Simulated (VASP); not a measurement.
Nb: single point with PBE

Crystal: Nb.

```
CELL_PARAMETERS angstrom
1.56068 0.90106 7.54267
-1.56068 0.90106 7.54267
0.00000 -1.80212 7.54267
ATOMIC_POSITIONS crystal
Nb 0.00000 0.00000 0.00000
Nb 0.22222 0.22222 0.22222
Nb 0.77778 0.77778 0.77778
```

| Quantity | Value |
| --- | --- |
| Program | VASP 6.6.1 |
| Task | single point |
| Functional | PBE |
| Potentials or basis | VASP PAW PBE potentials, release 64 (Nb_sv) |
| Cutoff | 520 eV |
| k mesh | 6 × 6 × 6 |
| Occupations | gaussian, width 0.1 eV |
| Spin | no spin polarisation |
| Dipole correction | no |
| Further INCAR settings | ALGO = Normal; EDIFF = 1e-06; NBANDS = 26 |

| Quantity | Value |
| --- | --- |
| Pressure | -16.8 GPa |
| Largest force | 0.059 eV/Å |

Forces on the atoms (eV/Å):
```
Nb   0.000  0.000  0.000
Nb   0.000  0.000  0.059
Nb   0.000  0.000 -0.059
```

Stress tensor (GPa, compression positive):
```
-18.11   0.00   0.00
  0.00 -18.11   0.00
  0.00   0.00 -14.20
```

Levels at points of the mesh, in eV from the Fermi level:
```tsv
k point	band 16	band 17	band 18	band 19	band 20	band 21	band 22	band 23
(0.00, 0.00, 0.00)	-0.28	-0.27	-0.07	-0.07	0.18	0.18	0.19	0.47
(0.50, 0.00, 0.00)	-2.22	-2.18	-0.23	-0.23	-0.11	0.89	2.04	2.52
(0.50, 0.50, 0.00)	-2.48	-1.26	-0.99	0.28	0.61	0.63	0.63	1.83
(0.50, 0.50, 0.50)	-0.33	-0.30	-0.05	-0.05	0.19	0.19	0.40	0.40
```

Run time: 2.1 min on 1 thread of Intel(R) Xeon(R) 6975P-C (Granite Rapids), with other jobs on the host, peak memory 0.46 GiB.

Caveat: the k points lie up to 0.39 Å⁻¹ apart.
